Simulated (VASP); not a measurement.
# AlIn2AsP2 (an interface model) in VASP: settings compared, part 2 of 2

VASP 6.6.1. The steps go on from the part before.

### Step 3. Single point, PBEsol

Contents of INCAR:

```
ALGO = Normal ; EDIFF = 1E-7
ENCUT = 520 ; GGA = PS
ISIF = 2 ; ISMEAR = 0
LASPH = T ; LCHARG = F
LREAL = F ; LWAVE = F
NBANDS = 56 ; NELM = 100
PREC = Accurate ; SIGMA = 0.05
```

Contents of KPOINTS:

```
k-points
0
Gamma
  4 4 1
```

Contents of POSCAR:

```
AlIn2AsP2
1.0
    2.8370490000     -2.8370490000      0.0000000000
    0.0000000000      2.8370490000     -2.8370490000
   11.8239910000     11.8239910000     11.8239910000
In P Al As
4 4 2 2
Direct
    0.0257270000      0.0000260000      0.0051890000
    0.0594940000      0.0157020000      0.5041450000
    0.3155110000      0.6596100000      0.1670710000
    0.6584840000      0.3450560000      0.3391110000
    0.9778840000      0.9679990000      0.1246200000
    0.0272170000      0.0462820000      0.6350370000
    0.3282740000      0.6498040000      0.3044740000
    0.6687060000      0.3325530000      0.4635390000
    0.3506700000      0.6998510000      0.6720620000
    0.6574310000      0.3338110000      0.8409580000
    0.3245480000      0.6615580000      0.8053260000
    0.7049260000      0.3381260000      0.9600280000
```

Potentials or basis: VASP PAW PBE potentials, release 64 (In_d, P, Al, As).

Launch:

```console
$ cat potpaw_PBE.64/In_d/POTCAR potpaw_PBE.64/P/POTCAR potpaw_PBE.64/Al/POTCAR potpaw_PBE.64/As/POTCAR > POTCAR
$ mpirun -np 1 vasp_std > vasp.out
```

It took 4 min on 1 thread of Intel Xeon Platinum 8488C (Sapphire Rapids), shared host; peak memory 0.44 GiB.

The run converged. Its results:

```
Free energy            : -55.0428 eV
Pressure               : 4.1 GPa
Largest force          : 3.022 eV/Å
Band gap on the k mesh : 0.69 eV
```

Forces in eV/Å, atoms in the order of the input:
```
In   0.393 -0.254 -0.127
In  -1.355  2.135  1.654
In   0.721  0.144  1.400
In   0.810 -0.742  1.429
P    0.386  0.896 -0.340
P   -0.239 -0.229  0.327
P   -1.531  0.092 -2.159
P    1.780 -1.609 -1.262
Al   0.498  0.389  0.110
Al   0.099 -0.186  0.216
As  -0.692 -0.545 -0.984
As  -0.869 -0.091 -0.265
```

Stress tensor (GPa, compression positive):
```
 4.07 -4.18 -2.18
-4.18  4.22 -1.85
-2.18 -1.85  4.08
```

Levels at points of the mesh, in eV from the valence-band top:
```
           k point  band 42  band 43  band 44  band 45  band 46  band 47
(0.00, 0.00, 0.00)    -0.21    -0.13     0.00     0.69     1.41     1.62
(0.50, 0.00, 0.00)    -1.66    -1.36    -1.21     1.02     1.23     1.57
(0.00, 0.50, 0.00)    -1.69    -1.33    -1.18     1.02     1.14     1.59
(0.50, 0.50, 0.00)    -1.74    -1.30    -1.21     1.05     1.14     1.57
```

Caveat: the k points lie up to 0.45 Å⁻¹ apart; the PAW data sets were made with another functional, which shifts forces and pressure a little; spin-orbit coupling is left out, which moves the levels of the heavy elements.

### Step 4. Single point, PBEsol

Contents of INCAR:

```
ALGO = Normal ; EDIFF = 1E-7
ENCUT = 520 ; GGA = PS
ISIF = 2 ; ISMEAR = -1
LASPH = True ; LCHARG = False
LREAL = False ; LWAVE = False
NBANDS = 56 ; NELM = 100
PREC = Accurate ; SIGMA = 0.05
```

KPOINTS is that of step 3.

POSCAR is that of step 3.

Launch:

```console
$ cat potpaw_PBE.64/In_d/POTCAR potpaw_PBE.64/P/POTCAR potpaw_PBE.64/Al/POTCAR potpaw_PBE.64/As/POTCAR > POTCAR
$ mpirun -np 1 vasp_std > vasp.out
```

It took 3.6 min on 1 thread of Intel Xeon Platinum 8488C (Sapphire Rapids), shared host; peak memory 0.45 GiB.

It converged, with:

```
Free energy            : -55.0428 eV
Pressure               : 4.1 GPa
Largest force          : 3.022 eV/Å
Band gap on the k mesh : 0.69 eV
```

Forces in eV/Å, atoms in the order of the input:
```
In   0.393 -0.254 -0.127
In  -1.355  2.135  1.654
In   0.721  0.144  1.400
In   0.810 -0.742  1.429
P    0.386  0.895 -0.340
P   -0.239 -0.229  0.327
P   -1.531  0.092 -2.159
P    1.780 -1.609 -1.262
Al   0.498  0.389  0.110
Al   0.099 -0.186  0.216
As  -0.692 -0.545 -0.984
As  -0.869 -0.091 -0.265
```

Stress tensor (GPa, compression positive):
```
 4.08 -4.18 -2.18
-4.18  4.22 -1.85
-2.18 -1.85  4.08
```

Levels at points of the mesh, in eV from the valence-band top:
```
           k point  band 42  band 43  band 44  band 45  band 46  band 47
(0.00, 0.00, 0.00)    -0.21    -0.13     0.00     0.69     1.41     1.62
(0.50, 0.00, 0.00)    -1.66    -1.36    -1.21     1.02     1.23     1.57
(0.00, 0.50, 0.00)    -1.69    -1.33    -1.18     1.02     1.14     1.59
(0.50, 0.50, 0.00)    -1.74    -1.30    -1.20     1.05     1.14     1.57
```

Caveat: the k points lie up to 0.45 Å⁻¹ apart; the PAW data sets were made with another functional, which shifts forces and pressure a little; spin-orbit coupling is left out, which moves the levels of the heavy elements.

### Step 5. Single point, PBEsol+D4

Contents of INCAR:

```
SYSTEM = AlIn2AsP2
PREC = Accurate
ENCUT = 520
EDIFF = 1E-6
ISMEAR = -1
SIGMA = 0.05
LREAL = .FALSE.
LASPH = .TRUE.
NELM = 60
ALGO = Normal
ISIF = 2
LWAVE = .FALSE.
LCHARG = .FALSE.
GGA = PS
IVDW = 13
NBANDS = 56
```

Contents of KPOINTS:

```
Automatic mesh
0
G
  4 4 1
  0 0 0
```

POSCAR is that of step 4.

Launch:

```console
$ cat potpaw_PBE.64/In_d/POTCAR potpaw_PBE.64/P/POTCAR potpaw_PBE.64/Al/POTCAR potpaw_PBE.64/As/POTCAR > POTCAR
$ mpirun -np 1 vasp_std > vasp.out
```

Run time: 3.7 min. Hardware: 1 thread of Intel Xeon Platinum 8488C (Sapphire Rapids), shared host; peak memory 0.43 GiB.

It converged, with:

| Item | Value |
| --- | --- |
| Free energy | -57.4492 eV |
| Pressure | 2.9 GPa |
| Largest force | 3.020 eV/Å |
| Band gap on the k mesh | 0.69 eV |
| Dispersion energy per atom | -0.201 eV |

Forces on the atoms (eV/Å):
```
In   0.393 -0.253 -0.127
In  -1.357  2.133  1.652
In   0.720  0.143  1.399
In   0.808 -0.745  1.426
P    0.387  0.896 -0.339
P   -0.239 -0.229  0.327
P   -1.532  0.092 -2.159
P    1.779 -1.609 -1.262
Al   0.498  0.389  0.110
Al   0.100 -0.186  0.217
As  -0.690 -0.543 -0.982
As  -0.867 -0.088 -0.262
```

Stress tensor (GPa, compression positive):
```
 2.81 -4.18 -2.18
-4.18  2.95 -1.85
-2.18 -1.85  2.82
```

Levels at points of the mesh, in eV from the valence-band top:
```csv
k point,band 41,band 42,band 43,band 44,band 45,band 46,band 47,band 48
"(0.00, 0.00, 0.00)",-0.36,-0.21,-0.13,0.00,0.69,1.41,1.62,1.69
"(0.50, 0.00, 0.00)",-1.95,-1.66,-1.36,-1.21,1.02,1.23,1.57,1.74
"(0.00, 0.50, 0.00)",-1.98,-1.69,-1.33,-1.18,1.02,1.14,1.59,1.69
"(0.50, 0.50, 0.00)",-1.93,-1.74,-1.30,-1.20,1.05,1.14,1.57,1.77
```

Caveat: the k points lie up to 0.45 Å⁻¹ apart; the PAW data sets were made with another functional, which shifts forces and pressure a little; spin-orbit coupling is left out, which moves the levels of the heavy elements.

### Step 6. Summary

| level | smearing | gap on the mesh (eV) | pressure (GPa) | largest force (eV/Å) |
| --- | --- | --- | --- | --- |
| PBEsol | fermi-dirac 0.05 eV | 0.69 | 4.1 | 3.02 |
| PBEsol | gaussian 0.05 eV | 0.69 | 4.1 | 3.02 |
| PBEsol+D4 | fermi-dirac 0.05 eV | 0.69 | 2.9 | 3.02 |

Alike in all rows: task single point; potentials or basis VASP PAW PBE potentials, release 64 (In_d, P, Al, As); no spin polarisation; cell as given; k mesh 4 × 4 × 1; cutoff (eV) 520.

Caveats: all runs use coarse meshes; the PAW data sets were made with another functional, which shifts forces and pressure a little; spin-orbit coupling is left out, which moves the levels of the heavy elements.

Total energies depend on the potentials used, so only differences within one code and one set of settings carry meaning.
